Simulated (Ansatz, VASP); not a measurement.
## Two plane-wave programs on GaP

The input INCAR:

```
  PREC = Accurate
  ENCUT = 500
  EDIFF = 1E-6
  ISMEAR = -1
  SIGMA = 0.01
  LREAL = F
  LASPH = T
  NELM = 120
  ALGO = Normal
  ISIF = 2
  LWAVE = F
  LCHARG = F
  NBANDS = 16
  GGA_COMPAT = F
```

File KPOINTS:

```
regular mesh
0
Gamma
  9 9 9
```

Contents of POSCAR:

```
GaP
1.0
    0.0000000000      2.7258125000      2.7258125000
    2.7258125000      0.0000000000      2.7258125000
    2.7258125000      2.7258125000      0.0000000000
Ga P
1 1
Direct
    0.0000000000      0.0000000000      0.0000000000
    0.7500000000      0.7500000000      0.7500000000
```

Input for Ansatz:

```yaml
crystal:
  lattice:
    - [0.0, 2.7258125, 2.7258125]
    - [2.7258125, 0.0, 2.7258125]
    - [2.7258125, 2.7258125, 0.0]
  atoms:
    - { symbol: Ga, position: [0.0, 0.0, 0.0] }
    - { symbol: P, position: [0.75, 0.75, 0.75] }
basis:
  ecutwfc: 420.0
  ecutrho_ratio: 4
  xc_grid: 2
  fft_grid_basis: typed
  precision: f64
hamiltonian:
  xc: lda
  pseudopotentials: { kind: paw, azcp: { folder: soft_1 } }
scf:
  max_iter: 100
  self_checks: high
  occupations: { method: fermi_dirac, width: 0.01 }
kpoints:
  mp_grid: { grid: [9, 9, 9] }
  band_path: { path: [VBM, CBM], npoints: 1 }
checkpoint:
  write: "../edges.lda.run"
  compress: false
  write_wavefunctions: true
  write_every: 100000
```

Alike in both runs: task single point; functional LDA; k mesh 9 × 9 × 9; occupations fermi-dirac, width 0.01 eV; no spin polarisation.

|  | VASP | Ansatz |
| --- | --- | --- |
| version | VASP 6.6.1 | Ansatz 0.2.0 |
| potentials or method | VASP PAW LDA potentials, release 64 (Ga_d, P), cutoff 500 eV | plane-wave PAW DFT |
| valence electrons in the cell | 18 | 18 |

|  | VASP | Ansatz | Ansatz less VASP |
| --- | --- | --- | --- |
| gap on the k mesh at the Fermi level (eV) | 1.45 | 1.45 | -0.001 |

Ansatz warns that its potentials were made for another functional, while VASP's fit it. LDA's correlation is that of Perdew and Zunger in VASP and of Perdew and Wang (1992) in Ansatz.
